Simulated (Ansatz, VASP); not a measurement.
**Cs in VASP and in Ansatz**

```
Cs
1.0
     0.00000    3.63371    3.63371
     3.63371    0.00000    3.63371
     3.63371    3.63371    0.00000
Cs
1
Direct
  0.00000 0.00000 0.00000
```

Alike in both runs: task relaxation of cell and atoms; functional LDA; k mesh 10 × 10 × 10; occupations fermi-dirac, width 0.05 eV; no spin polarisation.

|  | VASP | Ansatz |
| --- | --- | --- |
| version | VASP 6.6.1 | Ansatz 0.2.0 |
| potentials or method | VASP PAW LDA potentials, release 64 (Cs_sv) | PAW with Ansatz's default frozen-core files, scalar-relativistic |
| plane-wave cutoff (eV) | 500 | 420 |
| valence electrons in the cell | 9 | 9 |

|  | VASP | Ansatz | Ansatz less VASP |
| --- | --- | --- | --- |
| relaxed volume (Å³/atom) | 96.43 | 95.96 | -0.468 |
| relaxed length of the cell vector where the two differ most in proportion (Å) | 5.147 | 5.139 | -0.0083 |

LDA's correlation is that of Perdew and Zunger in VASP and of Perdew and Wang (1992) in Ansatz.

Spin-orbit coupling is off throughout.
